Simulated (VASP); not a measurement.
Input of a VASP 6.6.1 run:

File INCAR:

```
  PREC = Accurate
  ENCUT = 520
  EDIFF = 1E-6
  ISMEAR = 0
  SIGMA = 0.1
  LREAL = False
  LASPH = True
  NELM = 60
  ALGO = Fast
  ISIF = 2
  LWAVE = False
  LCHARG = True
  GGA = PS
  LELF = True
  LVHAR = True
  NBANDS = 50
```

The input KPOINTS:

```
Automatic mesh
0
Gamma
  6 6 8
```

Contents of POSCAR:

```
Ti3Si
1.0
    5.6313135898      0.0000000000      0.0000000000
   -2.8156567949      4.8768606255      0.0000000000
    0.0000000000      0.0000000000      4.5054524700
Ti Si
6 2
Direct
    0.3432205508      0.1716102754      0.7500000000
    0.8283897246      0.1716102754      0.7500000000
    0.8283897246      0.6567794492      0.7500000000
    0.6567794492      0.8283897246      0.2500000000
    0.1716102754      0.8283897246      0.2500000000
    0.1716102754      0.3432205508      0.2500000000
    0.3333333333      0.6666666667      0.7500000000
    0.6666666667      0.3333333333      0.2500000000
```

Potentials or basis: VASP PAW PBE potentials, release 64 (Ti_sv, Si).

The run is started by

```console
$ cat potpaw_PBE.64/Ti_sv/POTCAR potpaw_PBE.64/Si/POTCAR > POTCAR
$ mpirun -np 1 vasp_std > vasp.out
```

**Question.** Predict the pressure.

**Answer.** -3.4 GPa.

**Question.** Estimate the largest force.

**Answer.** 0.005 eV/Å.

**Question.** Estimate the band gap on the k mesh.

**Answer.** Zero (bands 40 and 41 overlap by 0.34 eV).

Forces in eV/Å, atoms in the order of the input:
```
Ti  -0.004 -0.002  0.000
Ti   0.004 -0.002  0.000
Ti   0.000  0.005  0.000
Ti   0.004  0.002  0.000
Ti  -0.004  0.002  0.000
Ti   0.000 -0.005  0.000
Si   0.000  0.000  0.000
Si   0.000  0.000  0.000
```

Caveat: the cell stands under tension; the PAW data sets were made with another functional, which shifts forces and pressure a little.
